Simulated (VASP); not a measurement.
Here is a VASP 6.6.1 calculation.

POSCAR

```
InP
1.0
    2.8442769847      2.8442769847      0.0000000000
   -2.8442769847      2.8442769847      0.0000000000
    0.0000000000      2.8442769847      2.8442769847
In P
1 1
Direct
    0.0000000000      0.0000000000      0.0000000000
    0.7500000000      0.2500000000      0.5000000000
```

The input INCAR.step1:

```
SYSTEM = InP
PREC = Accurate ; ENCUT = 520
ISMEAR = 0 ; SIGMA = 0.01
LREAL = .False. ; LASPH = .True.
NELM = 80 ; NBANDS = 16
GGA = PE ; ALGO = Normal
EDIFF = 1E-4 ; LWAVE = .True.
LCHARG = .False.
```

Contents of INCAR.step2:

```
SYSTEM = InP
PREC = Accurate ; ENCUT = 520
EDIFF = 1E-6 ; ISMEAR = 0
SIGMA = 0.01 ; LREAL = .False.
LASPH = .True. ; NELM = 80
ALGO = Normal ; ISIF = 2
LWAVE = .False. ; LCHARG = .True.
METAGGA = R2SCAN ; LMIXTAU = .True.
LELF = .True. ; LVHAR = .True.
NBANDS = 16 ; ISTART = 1
```

Contents of KPOINTS:

```
regular mesh
0
Gamma
  8 8 8
  0 0 0
```

Potentials or basis: VASP PAW PBE potentials, release 64 (In_d, P).

Launch:

```bash
$ cat potpaw_PBE.64/In_d/POTCAR potpaw_PBE.64/P/POTCAR > POTCAR
$ cp INCAR.step1 INCAR
$ mpirun -np 1 vasp_std > vasp.out
$ cp INCAR.step2 INCAR
$ mpirun -np 1 vasp_std > vasp.out
```

(1) What does it give for the pressure?

(2) What does it give for the band gap on the k mesh?

Results:

(1) 9.8 GPa.

(2) 1.69 eV, direct.

Caveat: the PAW data sets were made with another functional, which shifts forces and pressure a little; spin-orbit coupling is left out, which moves the levels of the heavy elements.
